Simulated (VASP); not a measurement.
Write the native input for VASP 6.6.1 that does the following.

| Item | Value |
| --- | --- |
| Task | single point |
| Functional | PBEsol |
| Potentials or basis | VASP PAW PBE potentials, release 64 (Hf_pv, C) |
| Cutoff | 520 eV |
| k mesh | 8 × 8 × 5 |
| Occupations | fermi-dirac, width 0.05 eV |
| Spin | no spin polarisation |
| Dipole correction | no |
| Further INCAR settings | ALGO = Normal; EDIFF = 1e-06; NBANDS = 22 |

The structure of HfC lies in POSCAR:

```
HfC
1.0
    3.3428660000      0.0000000000      0.0000000000
   -1.6714330000      2.8950070000      0.0000000000
    0.0000000000      0.0000000000      5.2027140000
Hf C
2 2
Direct
    0.6666666667      0.3333333333      0.7500000000
    0.3333333333      0.6666666667      0.2500000000
    0.0000000000      0.0000000000      0.0000000000
    0.0000000000      0.0000000000      0.5000000000
```

One way to write it, as run:

INCAR

```
PREC = Accurate
ENCUT = 520
EDIFF = 1E-6
ISMEAR = -1
SIGMA = 0.05
LREAL = False
LASPH = True
NELM = 100
ALGO = Normal
ISIF = 2
LWAVE = False
LCHARG = True
GGA = PS
LELF = True
LVHAR = True
NBANDS = 22
```

KPOINTS

```
regular mesh
0
Gamma
  8 8 5
```

Potentials or basis: VASP PAW PBE potentials, release 64 (Hf_pv, C).

The run is started by

```console
$ cat potpaw_PBE.64/Hf_pv/POTCAR potpaw_PBE.64/C/POTCAR > POTCAR
$ mpirun -np 1 vasp_std > vasp.out
```

It gave:

```yaml
Pressure: -7.9 GPa
Band_gap_on_the_k_mesh: zero (band 14 reaches 7.25 eV, above the bottom of band 15 at 6.08 eV)
```

Caveat: the PAW data sets were made with another functional, which shifts forces and pressure a little; spin-orbit coupling is left out, which moves the levels of the heavy elements.

It took 15 s on 1 thread of Intel(R) Xeon(R) 6975P-C (Granite Rapids) (shared host), peak memory 0.18 GiB.
